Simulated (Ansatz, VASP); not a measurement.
**BiTe: VASP beside Ansatz**

POSCAR

```
BiTe
1.0
    0.0000000000      3.2350000000      3.2350000000
    3.2350000000      0.0000000000      3.2350000000
    3.2350000000      3.2350000000      0.0000000000
Bi Te
1 1
Direct
    0.0000000000      0.0000000000      0.0000000000
    0.5000000000      0.5000000000      0.5000000000
```

Contents of INCAR.step1:

```
SYSTEM = BiTe
ALGO = Normal
EDIFF = 1E-5
ENCUT = 520
GGA = PE
ISIF = 2
ISMEAR = -1
LASPH = .True.
LCHARG = .False.
LREAL = .False.
LWAVE = .True.
NBANDS = 18
NELM = 60
PREC = Accurate
SIGMA = 0.05
```

File INCAR.step2:

```
SYSTEM = BiTe
AEXX = 0.5
ALGO = Normal
EDIFF = 1E-6
ENCUT = 520
ISIF = 2
ISMEAR = -1
ISTART = 1
LASPH = .True.
LCHARG = .False.
LHFCALC = .True.
LMIXTAU = .True.
LREAL = .False.
LWAVE = .False.
METAGGA = R2SCAN
NBANDS = 18
NELM = 60
PREC = Accurate
PRECFOCK = Normal
SIGMA = 0.05
```

Contents of KPOINTS:

```
k-points
0
Gamma
  4 4 4
  0 0 0
```

File input:

```
crystal:
  lattice:
    - [0.0, 3.235, 3.235]
    - [3.235, 0.0, 3.235]
    - [3.235, 3.235, 0.0]
  atoms:
    - { symbol: Bi, position: [0.0, 0.0, 0.0] }
    - { symbol: Te, position: [0.5, 0.5, 0.5] }
hamiltonian:
  xc: r2scan50
  pseudopotentials: { kind: paw }
kpoints:
  mp_grid: { grid: [4, 4, 4] }
scf:
  occupations: { method: fermi_dirac, width: 0.05 }
output:
  forces: true
  stress: true
  eigenvalues: true
```

Alike in both runs: task single point; functional r2SCAN50; k mesh 4 × 4 × 4; occupations fermi-dirac, width 0.05 eV; no spin polarisation.

```csv
,VASP,Ansatz
version,VASP 6.6.1,Ansatz 0.2.0
potentials or method,"VASP PAW PBE potentials, release 64 (Bi_d, Te)",Ansatz PAW
plane-wave cutoff (eV),520,500
valence electrons in the cell,21,31
```

VASP gave:

| Item | Value |
| --- | --- |
| gap on the k mesh at the Fermi level (eV) | none |
| pressure (GPa) | -3.8 |

**Question.** Estimate Ansatz's values.

**Answer.** gap on the k mesh at the Fermi level (eV): none; pressure (GPa): -3.0.

VASP's potentials were made for PBE, not for r2SCAN50. A gap of «none» marks a metal or a gap that the smearing closes. VASP's potentials hold 21 valence electrons a cell and Ansatz's 31, so a difference there can come from the potentials and not from the codes.

The k mesh is coarse, so the values compare programs but aren't converged. Neither program's run includes spin-orbit coupling.
